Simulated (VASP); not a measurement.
# LaHg2 (P6/mmm) in VASP: notebook, part 2 of 2

VASP 6.6.1. The steps go on from the part before.

### 3 Single point, LDA (25.31 Å³/atom)

This run uses another cell than the first one, of 25.31 Å³/atom.

INCAR reads:

```
SYSTEM = LaHg2
PREC = Accurate
ENCUT = 520
EDIFF = 1E-7
ISMEAR = -1
SIGMA = 0.08
LREAL = .FALSE.
LASPH = .TRUE.
NELM = 80
ALGO = Normal
ISIF = 2
LWAVE = .FALSE.
LCHARG = .TRUE.
LELF = .TRUE.
LVHAR = .TRUE.
NBANDS = 24
```

KPOINTS reads:

```
regular mesh
0
G
  8 8 9
  0 0 0
```

POSCAR reads:

```
LaHg2
1.0
    4.9247221298      0.0000000000      0.0000000000
   -2.4623610649      4.2649344710      0.0000000000
    0.0000000000      0.0000000000      3.6155697337
La Hg
1 2
Direct
    0.0000000000      0.0000000000      0.0000000000
    0.3333333333      0.6666666667      0.5000000000
    0.6666666667      0.3333333333      0.5000000000
```

Potentials or basis: VASP PAW LDA potentials, release 64 (La, Hg).

Run with:

```
cat potpaw_LDA.64/La/POTCAR potpaw_LDA.64/Hg/POTCAR > POTCAR
mpirun -np 1 vasp_std > vasp.out
```

OUTCAR:

```text
SYSTEM = LaHg2
   PREC = Accurate
   ENCUT = 520
   EDIFF = 1E-7
   ISMEAR = -1
   LREAL = .FALSE.
   LASPH = .TRUE.
   NELM = 80
   ISIF = 2

 ion  position               nearest neighbor table
   1  0.000  0.000  0.000-   2 3.37   3 3.37   2 3.37   3 3.37   3 3.37   3 3.37   2 3.37   2 3.37
                             3 3.37   3 3.37   2 3.37   2 3.37
   2  0.333  0.667  0.500-   3 2.84   3 2.84   3 2.84   1 3.37   1 3.37   1 3.37   1 3.37   1 3.37
                             1 3.37
   3  0.667  0.333  0.500-   2 2.84   2 2.84   2 2.84   1 3.37   1 3.37   1 3.37   1 3.37   1 3.37
                             1 3.37

  LATTYP: Found a hexagonal cell.
 ALAT       =     4.9247221298
 C/A-ratio  =     0.7341672562

  Lattice vectors:

 A1 = (   4.9247221298,   0.0000000000,   0.0000000000)
 A2 = (  -2.4623610649,   4.2649344710,   0.0000000000)
 A3 = (   0.0000000000,   0.0000000000,   3.6155697337)

Analysis of symmetry for initial positions (statically):
=====================================================================
 Subroutine PRICEL returns:
 Original cell was already a primitive cell.

 Routine SETGRP: Setting up the symmetry group for a
 hexagonal supercell.

 Subroutine GETGRP returns: Found 24 space group operations
 (whereof 24 operations were pure point group operations)
 out of a pool of 24 trial point group operations.

The static configuration has the point symmetry D_6h.

Analysis of symmetry for dynamics (positions and initial velocities):
=====================================================================
 Subroutine PRICEL returns:
 Original cell was already a primitive cell.

 Routine SETGRP: Setting up the symmetry group for a
 hexagonal supercell.

 Subroutine GETGRP returns: Found 24 space group operations
 (whereof 24 operations were pure point group operations)
 out of a pool of 24 trial point group operations.

The dynamic configuration has the point symmetry D_6h.

 Subroutine INISYM returns: Found 24 space group operations
 (whereof 24 operations are pure point group operations),
 and found     1 'primitive' translations

----------------------------------------------------------------------------------------

                                     Primitive cell

  volume of cell :      75.9400

  direct lattice vectors                    reciprocal lattice vectors
     4.924722130  0.000000000  0.000000000     0.203057142  0.117235095  0.000000000
    -2.462361065  4.264934471  0.000000000     0.000000000  0.234470191  0.000000000
     0.000000000  0.000000000  3.615569734     0.000000000  0.000000000  0.276581583

  length of vectors
     4.924722130  4.924722130  3.615569734     0.234470191  0.234470191  0.276581583

  position of ions in fractional coordinates (direct lattice)
     0.000000000  0.000000000  0.000000000
     0.333333333  0.666666667  0.500000000
     0.666666667  0.333333333  0.500000000

  ion indices of the primitive-cell ions
   primitive index   ion index
                 1           1
                 2           2
                 3           3

----------------------------------------------------------------------------------------

 KPOINTS: regular mesh

Automatic generation of k-mesh.
 Grid dimensions read from file:
 generate k-points for:    8    8    9

 Generating k-lattice:

  Cartesian coordinates                     Fractional coordinates (reciprocal lattice)
     0.025382143  0.014654387  0.000000000     0.125000000  0.000000000  0.000000000
     0.000000000  0.029308774  0.000000000     0.000000000  0.125000000  0.000000000
     0.000000000  0.000000000  0.030731287     0.000000000  0.000000000  0.111111111

  Length of vectors
     0.029308774  0.029308774  0.030731287

  Shift w.r.t. Gamma in fractional coordinates (k-lattice)
     0.000000000  0.000000000  0.000000000

 Subroutine IBZKPT returns following result:
 ===========================================

 Found     50 irreducible k-points:

 Following reciprocal coordinates:
            Coordinates               Weight
  0.000000  0.000000  0.000000      1.000000
  0.125000  0.000000  0.000000      6.000000
  0.250000  0.000000  0.000000      6.000000
  0.375000  0.000000  0.000000      6.000000
  0.500000  0.000000  0.000000      3.000000
  0.125000  0.125000  0.000000      6.000000
[... 16 lines left out ...]
  0.250000  0.000000  0.222222     12.000000
  0.375000  0.000000  0.222222     12.000000
 [... further k-points ...]
   k-points           NKPTS =     50   k-points in BZ     NKDIM =     50   number of bands    NBANDS=     24
   number of dos      NEDOS =    301   number of ions     NIONS =      3
   total plane-waves  NPLWV =  44800
   dimension x,y,z NGX =    40 NGY =   40 NGZ =   28
   dimension x,y,z NGXF=    80 NGYF=   80 NGZF=   56
   ions per type =               1   2
   NGX,Y,Z   is equivalent  to a cutoff of  13.50, 13.50, 12.87 a.u.
   NGXF,Y,Z  is equivalent  to a cutoff of  27.01, 27.01, 25.75 a.u.
 SYSTEM =  LaHg2
   PREC   = accura    normal or accurate (medium, high low for compatibility)
   ISTART =      0    job   : 0-new  1-cont  2-samecut
   ICHARG =      2    charge: 1-file 2-atom 10-const
   ISPIN  =      1    spin polarized calculation?
   LNONCOLLINEAR =      F non collinear calculations
   LSORBIT =      F    spin-orbit coupling
   LASPH  =      T    aspherical Exc in radial PAW
   ENCUT  =  520.0 eV  38.22 Ry    6.18 a.u.   9.16  9.16  6.72*2*pi/ulx,y,z
   NELM   =     80;   NELMIN=  2; NELMDL= -5     # of ELM steps
   EDIFF  = 0.1E-06   stopping-criterion for ELM
   LREAL  =      F    real-space projection
   EDIFFG = 0.1E-05   stopping-criterion for IOM
   NSW    =      0    number of steps for IOM
   IBRION =     -1    ionic relax: 0-MD 1-quasi-New 2-CG
   NFREE  =      0    steps in history (QN), initial steepest desc. (CG)
   ISIF   =      2    stress and relaxation
   ISYM   =      2    0-nonsym 1-usesym 2-fastsym
   POTIM  = 0.5000    time-step for ionic-motion
   TEBEG  =    0.0;   TEEND  =   0.0 temperature during run
   PSTRESS=    0.0 pullay stress
   NELECT =      35.0000    total number of electrons
   NUPDOWN=      -1.0000    fix difference up-down
   EMIN   =  10.00;   EMAX   =-10.00  energy-range for DOS
   EFERMI =   0.00;   METHOD = LEGACY
   ISMEAR =    -1;   SIGMA  =   0.08  broadening in eV -4-tet -1-fermi 0-gaus
   EFERMI_NEDOS =   21; number of points for ismear=-14 and -15
   IALGO  =     38    algorithm
   IMIX   =      4    mixing-type and parameters
     AMIX     =   0.40;   BMIX     =  1.00
     AMIX_MAG =   1.60;   BMIX_MAG =  1.00
  volume/ion in A,a.u.               =      25.31       170.82
  Fermi-wavevector in a.u.,A,eV,Ry     =   1.264563  2.389678 21.757352  1.599120
  Thomas-Fermi vector in A             =   2.397862
   LORBIT       =      0    0 simple, 1 ext, 2 COOP (PROOUT), +10 PAW based schemes
   GGA     = CA    functional components
   LHFCALC =     F    Hartree Fock is set to
   AEXX    =    0.0000 exact exchange contribution
   IVDW    =     0    specifies the selected vdW correction
   LEPSILON=     F    determine dielectric tensor
   LRPA    =     F    only Hartree local field effects (RPA)
 non-spin polarized calculation
  energy-cutoff  :      520.00
  volume of cell :       75.94
 maximum number of plane-waves:      2071
 NGX is ok and might be reduce to    40
   NGX = 19   NGY = 19   NGZ = 13

 number of electron      35.0000000 magnetization

 Free energy of the ion-electron system (eV)
  ---------------------------------------------------
  ext. energy  EPLUGINS =         0.00000000
  ---------------------------------------------------
  free energy    TOTEN  =        -9.36794558 eV

  energy without entropy =       -9.31522957  energy(sigma->0) =       -9.34158758

 E-fermi :   5.9830     XC(G=0): -11.0504

 val. band max:        5.9475548320   @ k =   0.1250   0.1250   0.3333
 cond. band min:       6.0066696751   @ k =   0.2500   0.1250   0.3333
 fundamental gap:      0.0591148431
 Fermi energy:         5.9829878773

 k-point     1 :       0.0000    0.0000    0.0000
  band No.  band energies     occupation
      1     -26.9062      2.00000
      2     -10.6881      2.00000
      3     -10.6881      2.00000
      4     -10.2020      2.00000
      5      -2.7488      2.00000
      6      -1.8864      2.00000
[... 637 lines left out ...]
     23       7.6514      0.00000
     24       7.6912      0.00000

 [... further k-points ...]

------------------------ aborting loop because EDIFF is reached ----------------------------------------

  FORCE on cell =-STRESS in cart. coord.  units (eV):
  Direction    XX          YY          ZZ          XY          YZ          ZX
  --------------------------------------------------------------------------------------
  -------------------------------------------------------------------------------------
  Total       -0.2637472     -0.2637472     -1.2184113      0.0000000     -0.0000000      0.0000000
  in kB       -5.5645180     -5.5645180    -25.7059511      0.0000000     -0.0000000      0.0000000
  external PRESSURE =     -12.2783290 kB  Pullay stress =       0.0000000 kB

 VOLUME and BASIS-vectors are now :
 -----------------------------------------------------------------------------
  energy-cutoff  :      520.00
  volume of cell :       75.94
      direct lattice vectors                 reciprocal lattice vectors
     4.924722130  0.000000000  0.000000000     0.203057142  0.117235095  0.000000000
    -2.462361065  4.264934471  0.000000000     0.000000000  0.234470191  0.000000000
     0.000000000  0.000000000  3.615569734     0.000000000  0.000000000  0.276581583

 POSITION                                       TOTAL-FORCE (eV/Angst)
 -----------------------------------------------------------------------------------
      0.00000      0.00000      0.00000         0.000000      0.000000      0.000000
     -0.00000      2.84329      1.80778         0.000000     -0.000000      0.000000
      2.46236      1.42164      1.80778        -0.000000      0.000000      0.000000
 -----------------------------------------------------------------------------------
    total drift:                                0.000000      0.000000      0.000000

  FREE ENERGIE OF THE ION-ELECTRON SYSTEM (eV)
  ---------------------------------------------------
  free  energy   TOTEN  =        -9.3679455821 eV

  energy  without entropy=       -9.3152295710  energy(sigma->0) =       -9.34158758
```

OSZICAR:

```text
N       E                     dE             d eps       ncg     rms          rms(c)
DAV:   1     0.298756007855E+03    0.29876E+03   -0.14784E+04  2576   0.211E+03
DAV:   2     0.337861169928E+02   -0.26497E+03   -0.23143E+03  2816   0.334E+02
DAV:   3    -0.719621270521E+01   -0.40982E+02   -0.39516E+02  3280   0.137E+02
DAV:   4    -0.104198121172E+02   -0.32236E+01   -0.30197E+01  4192   0.327E+01
DAV:   5    -0.105150946854E+02   -0.95283E-01   -0.94905E-01  2976   0.530E+00    0.681E+00
DAV:   6    -0.943870807259E+01    0.10764E+01   -0.98242E+00  4136   0.241E+01    0.568E+00
DAV:   7    -0.939678123268E+01    0.41927E-01   -0.54734E-01  3616   0.784E+00    0.323E+00
DAV:   8    -0.937536234292E+01    0.21419E-01   -0.22235E-01  3536   0.302E+00    0.372E-01
DAV:   9    -0.937000135584E+01    0.53610E-02   -0.19141E-02  4016   0.103E+00    0.218E-01
DAV:  10    -0.936794019601E+01    0.20612E-02   -0.11409E-02  3536   0.687E-01    0.477E-02
DAV:  11    -0.936794521419E+01   -0.50182E-05   -0.44745E-04  3848   0.140E-01    0.223E-02
DAV:  12    -0.936795034991E+01   -0.51357E-05   -0.85296E-05  4080   0.631E-02    0.129E-02
DAV:  13    -0.936794558140E+01    0.47685E-05   -0.25143E-05  3528   0.365E-02    0.180E-03
DAV:  14    -0.936794559426E+01   -0.12855E-07   -0.14055E-06  3520   0.721E-03    0.820E-04
DAV:  15    -0.936794558208E+01    0.12177E-07   -0.13575E-07  2152   0.302E-03
   1 F= -.93679456E+01 E0= -.93415876E+01  d E =-.527160E-01
```

stdout:

```text
POSCAR found type information on POSCAR LaHg
 POSCAR found :  2 types and       3 ions
 scaLAPACK will be used
 LDA part: xc-table for (Slater(with rela. corr.)+CA(PZ))
 , standard interpolation
 POSCAR, INCAR and KPOINTS ok, starting setup
 FFT: planning ... GRIDC
 FFT: planning ... GRID_SOFT
 FFT: planning ... GRID
 WAVECAR not read
 entering main loop
```

Run time: 52 s. Hardware: 1 thread of Intel Xeon 6975P-C (Granite Rapids), shared host; peak memory 0.24 GiB.

Results:

- Free energy: -9.3679 eV
- Pressure: -1.2 GPa
- Band gap on the k mesh: zero (an odd number of electrons rules out a gap without spin polarisation)

Stress tensor (GPa, compression positive):
```
-0.56  0.00  0.00
 0.00 -0.56  0.00
 0.00  0.00 -2.57
```

Levels at points of the mesh, in eV from the Fermi level:
| k point | band 13 | band 14 | band 15 | band 16 | band 17 | band 18 | band 19 | band 20 | band 21 | band 22 |
| --- | --- | --- | --- | --- | --- | --- | --- | --- | --- | --- |
| (0.00, 0.00, 0.00) | -7.23 | -6.87 | -6.87 | -1.07 | -1.07 | -0.41 | -0.21 | 1.44 | 1.44 | 1.60 |
| (0.50, 0.00, 0.00) | -6.73 | -6.64 | -5.41 | -5.14 | -0.42 | -0.10 | 1.44 | 1.49 | 1.63 | 1.64 |

Caveat: spin-orbit coupling is left out, which moves the levels of the heavy elements.

### 4 Single point, LDA (26.09 Å³/atom)

This run uses another cell than the first one, of 26.09 Å³/atom.

INCAR reads:

```
SYSTEM = LaHg2
ALGO = Normal
EDIFF = 1E-6
ENCUT = 520
ISIF = 2
ISMEAR = -1
LASPH = .TRUE.
LCHARG = .TRUE.
LELF = .TRUE.
LREAL = .FALSE.
LVHAR = .TRUE.
LWAVE = .FALSE.
NBANDS = 24
NELM = 60
PREC = Accurate
SIGMA = 0.08
```

KPOINTS reads:

```
k-points
0
G
  8 8 9
  0 0 0
```

POSCAR reads:

```
LaHg2
1.0
    4.9744701648      0.0000000000      0.0000000000
   -2.4872350825      4.3080175332      0.0000000000
    0.0000000000      0.0000000000      3.6520931121
La Hg
1 2
Direct
    0.0000000000      0.0000000000      0.0000000000
    0.3333333333      0.6666666667      0.5000000000
    0.6666666667      0.3333333333      0.5000000000
```

Run with:

```
cat potpaw_LDA.64/La/POTCAR potpaw_LDA.64/Hg/POTCAR > POTCAR
mpirun -np 1 vasp_std > vasp.out
```

Run time: 51 s. Hardware: 1 thread of Intel Xeon 6975P-C (Granite Rapids), shared host; peak memory 0.24 GiB.

The run converged. Its results:

```
Free energy            : -9.3364 eV
Pressure               : -3.2 GPa
Band gap on the k mesh : zero (an odd number of electrons rules out a gap without spin polarisation)
```

Stress tensor (GPa, compression positive):
```
-2.87  0.00  0.00
 0.00 -2.87  0.00
 0.00  0.00 -3.84
```

Levels at points of the mesh, in eV from the Fermi level:
| k point | band 13 | band 14 | band 15 | band 16 | band 17 | band 18 | band 19 | band 20 | band 21 | band 22 |
| --- | --- | --- | --- | --- | --- | --- | --- | --- | --- | --- |
| (0.00, 0.00, 0.00) | -7.15 | -6.81 | -6.81 | -1.01 | -1.01 | -0.48 | -0.20 | 1.36 | 1.36 | 1.51 |
| (0.50, 0.00, 0.00) | -6.68 | -6.59 | -5.33 | -5.14 | -0.43 | -0.10 | 1.36 | 1.41 | 1.54 | 1.54 |

Caveat: the cell stands under tension; spin-orbit coupling is left out, which moves the levels of the heavy elements.

### 5 Single point, LDA (26.86 Å³/atom)

This run uses another cell than the first one, of 26.86 Å³/atom.

INCAR reads:

```
PREC     = Accurate       # precision mode
ENCUT    = 520            # plane-wave cutoff, eV
EDIFF    = 1E-6           # SCF threshold, eV
ISMEAR   = -1             # smearing method
SIGMA    = 0.08           # smearing width, eV
LREAL    = False          # projectors in reciprocal space
LASPH    = True           # aspherical terms in the spheres
NELM     = 100            # most SCF steps
ALGO     = Normal         # electronic algorithm
ISIF     = 2              # what is computed and relaxed
LWAVE    = False          # write WAVECAR
LCHARG   = True           # write CHGCAR
GGA      = CA             # functional
LELF     = True           # ELF
LVHAR    = True         
NBANDS   = 24             # bands
```

KPOINTS reads:

```
Automatic mesh
0
Gamma
  8 8 9
```

POSCAR reads:

```
LaHg2
1.0
    5.0232425903      0.0000000000      0.0000000000
   -2.5116212952      4.3502556927      0.0000000000
    0.0000000000      0.0000000000      3.6879002299
La Hg
1 2
Direct
    0.0000000000      0.0000000000      0.0000000000
    0.3333333333      0.6666666667      0.5000000000
    0.6666666667      0.3333333333      0.5000000000
```

Run with:

```
cat potpaw_LDA.64/La/POTCAR potpaw_LDA.64/Hg/POTCAR > POTCAR
mpirun -np 1 vasp_std > vasp.out
```

It took 48 s on 1 thread of Intel Xeon 6975P-C (Granite Rapids), shared host; peak memory 0.24 GiB.

The run converged. Its results:

```
Free energy            : -9.2791 eV
Pressure               : -4.8 GPa
Band gap on the k mesh : zero (an odd number of electrons rules out a gap without spin polarisation)
```

Stress tensor (GPa, compression positive):
```
-4.76  0.00  0.00
 0.00 -4.76  0.00
 0.00  0.00 -4.90
```

Levels at points of the mesh, in eV from the Fermi level:
| k point | band 14 | band 15 | band 16 | band 17 | band 18 | band 19 | band 20 | band 21 |
| --- | --- | --- | --- | --- | --- | --- | --- | --- |
| (0.00, 0.00, 0.00) | -6.77 | -6.77 | -0.96 | -0.96 | -0.55 | -0.19 | 1.28 | 1.28 |
| (0.50, 0.00, 0.00) | -6.54 | -5.24 | -5.13 | -0.44 | -0.11 | 1.29 | 1.34 | 1.45 |

Caveat: the cell stands under tension; spin-orbit coupling is left out, which moves the levels of the heavy elements.

### 6 Overview

```tsv
cell	gap on the mesh (eV)	pressure (GPa)
a = 4.857, b = 4.857, c = 3.566 Å, angles 90.0, 90.0, 120.0°, 3 atoms	none	2.0
a = 4.925, b = 4.925, c = 3.616 Å, angles 90.0, 90.0, 120.0°, 3 atoms	none	-1.2
a = 4.974, b = 4.974, c = 3.652 Å, angles 90.0, 90.0, 120.0°, 3 atoms	none	-3.2
a = 5.023, b = 5.023, c = 3.688 Å, angles 90.0, 90.0, 120.0°, 3 atoms	none	-4.8
```

Alike in all rows: task single point; level LDA; potentials or basis VASP PAW LDA potentials, release 64 (La, Hg); no spin polarisation; k mesh 8 × 8 × 9; cutoff (eV) 520; smearing fermi-dirac 0.08 eV.

Caveats: spin-orbit coupling is left out, which moves the levels of the heavy elements; the cell stands under tension (at least some runs).

Total energies depend on the potentials used, so only differences within one code and one set of settings carry meaning.
